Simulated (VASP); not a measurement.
LuTl2: single point with PBE

LuTl2:

```
Lu Tl
1.0
     5.44516    0.00000    0.00000
    -2.72258    4.71565    0.00000
     0.00000    0.00000    3.25535
Lu Tl
1 2
Direct
  0.00000 0.00000 0.00000
  0.33333 0.66667 0.50000
  0.66667 0.33333 0.50000
```

- Program: VASP 6.6.1
- Task: single point
- Functional: PBE
- Potentials or basis: VASP PAW PBE potentials, release 64 (Lu, Tl_d)
- Cutoff: 520 eV
- k mesh: 6 × 6 × 4
- Occupations: gaussian, width 0.1 eV
- Spin: no spin polarisation
- Dipole correction: no
- Further INCAR settings: ALGO = Fast; EDIFF = 1e-06; NBANDS = 32

```yaml
Pressure: -0.1 GPa
```

Stress tensor (GPa, compression positive):
```
-0.18  0.00  0.00
 0.00 -0.18  0.00
 0.00  0.00 -0.05
```

Levels at points of the mesh, in eV from the Fermi level:
| k point | band 23 | band 24 | band 25 | band 26 | band 27 | band 28 | band 29 | band 30 |
| --- | --- | --- | --- | --- | --- | --- | --- | --- |
| (0.00, 0.00, 0.00) | -4.40 | -2.26 | -2.26 | -1.43 | 0.92 | 0.92 | 2.97 | 3.89 |
| (0.50, 0.00, 0.00) | -5.96 | -3.10 | -2.49 | 0.22 | 0.80 | 3.02 | 3.37 | 3.90 |
| (0.00, 0.00, 0.50) | -4.08 | -1.71 | -0.37 | -0.37 | 1.06 | 1.23 | 1.23 | 1.72 |
| (0.50, 0.00, 0.50) | -4.49 | -2.24 | -1.86 | -1.79 | 0.90 | 1.12 | 1.87 | 2.28 |

Run time: 76 s on 1 thread of Intel(R) Xeon(R) Platinum 8488C (Sapphire Rapids) (shared host), peak memory 0.22 GiB.

Caveat: the k points lie up to 0.48 Å⁻¹ apart; spin-orbit coupling is left out, which moves the levels of the heavy elements.
